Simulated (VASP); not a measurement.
Set up this calculation in VASP 6.6.1, as the native input.

| Item | Value |
| --- | --- |
| Task | single point |
| Functional | PBEsol |
| Potentials or basis | VASP PAW PBE potentials, release 64 (Ru_pv) |
| Cutoff | 520 eV |
| k mesh | 24 × 24 × 14 |
| Occupations | gaussian, width 0.15 eV |
| Spin | no spin polarisation |
| Dipole correction | no |
| Further INCAR settings | ALGO = Fast; EDIFF = 1e-07; NBANDS = 21 |

The structure of Ru lies in POSCAR:

```
Ru
1.0
    2.7567620996      0.0000000000      0.0000000000
   -1.3783810498      2.3874260104      0.0000000000
    0.0000000000      0.0000000000      4.1456229270
Ru
2
Direct
    0.3333333333      0.6666666667      0.2500000000
    0.6666666667      0.3333333333      0.7500000000
```

This cell differs from its parent crystal: strain +0.025 along x and y, -0.025 along z.

The input as run:

INCAR

```
SYSTEM = Ru
PREC = Accurate ; ENCUT = 520
EDIFF = 1E-7 ; ISMEAR = 0
SIGMA = 0.15 ; LREAL = .FALSE.
LASPH = .TRUE. ; NELM = 60
ALGO = Fast ; ISIF = 2
LWAVE = .FALSE. ; LCHARG = .FALSE.
GGA = PS ; NBANDS = 21
```

KPOINTS

```
regular mesh
0
G
  24 24 14
  0 0 0
```

Potentials or basis: VASP PAW PBE potentials, release 64 (Ru_pv).

Run with:

```console
$ cat potpaw_PBE.64/Ru_pv/POTCAR > POTCAR
$ mpirun -np 1 vasp_std > vasp.out
```

It gave:

```json
{
  "Pressure": "-6.4 GPa",
  "Band gap on the k mesh": "zero (band 14 reaches 14.00 eV, above the bottom of band 15 at 10.81 eV)"
}
```

Caveat: the cell differs from its parent crystal (strain +0.025 along x and y, -0.025 along z); the PAW data sets were made with another functional, which shifts forces and pressure a little.

Run time: 3.6 min on 1 thread of Intel(R) Xeon(R) 6975P-C (Granite Rapids), on a shared host, peak memory 0.32 GiB.
